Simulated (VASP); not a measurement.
RbCdI3, 5 atoms in the cell. Symmetry: Pm-3m, No. 221, cubic system. The conventional cell has a = 5.693 Å, b = 5.693 Å, c = 5.693 Å, α = 90.00°, β = 90.00°, γ = 90.00°. Within 5.3 Å of Rb (site symmetry m-3m) lie 12 I at 4.03 Å and 8 Cd at 4.93 Å. Within 3.8 Å of Cd (site symmetry m-3m) lie 6 I at 2.85 Å. Within 3.8 Å of I (site symmetry 4/mmm) lie 2 Cd at 2.85 Å. 

| Quantity | Value |
| --- | --- |
| Program | VASP 6.6.1 |
| Task | relaxation of cell and atoms |
| Functional | PBEsol |
| Potentials or basis | VASP PAW PBE potentials, release 64 (Rb_sv, Cd, I) |
| Cutoff | 600 eV |
| k mesh | 4 × 4 × 4 |
| Occupations | fermi-dirac, width 0.03 eV |
| Spin | no spin polarisation |
| Dipole correction | no |
| Further INCAR settings | ALGO = Normal; EDIFF = 1e-07; IBRION = 2; EDIFFG = -0.01; NSW = 100; ISIF = 3 |

Potentials or basis: VASP PAW PBE potentials, release 64 (Rb_sv, Cd, I).

Launch:

```bash
$ cat potpaw_PBE.64/Rb_sv/POTCAR potpaw_PBE.64/Cd/POTCAR potpaw_PBE.64/I/POTCAR > POTCAR
$ mpirun -np 1 vasp_std > vasp.out
```

Hardware: 1 thread of Intel(R) Xeon(R) Platinum 8259CL CPU @ 2.50GHz (Skylake/Cascade Lake), on a shared host.

Problem. Estimate the wall time of this run.

Solution. Wall time 2.2 min on 1 thread of Intel(R) Xeon(R) Platinum 8259CL CPU @ 2.50GHz (Skylake/Cascade Lake), with other jobs on the host, peak memory 0.37 GiB. Counts: scf iterations 34, k points 10, ion steps 3.
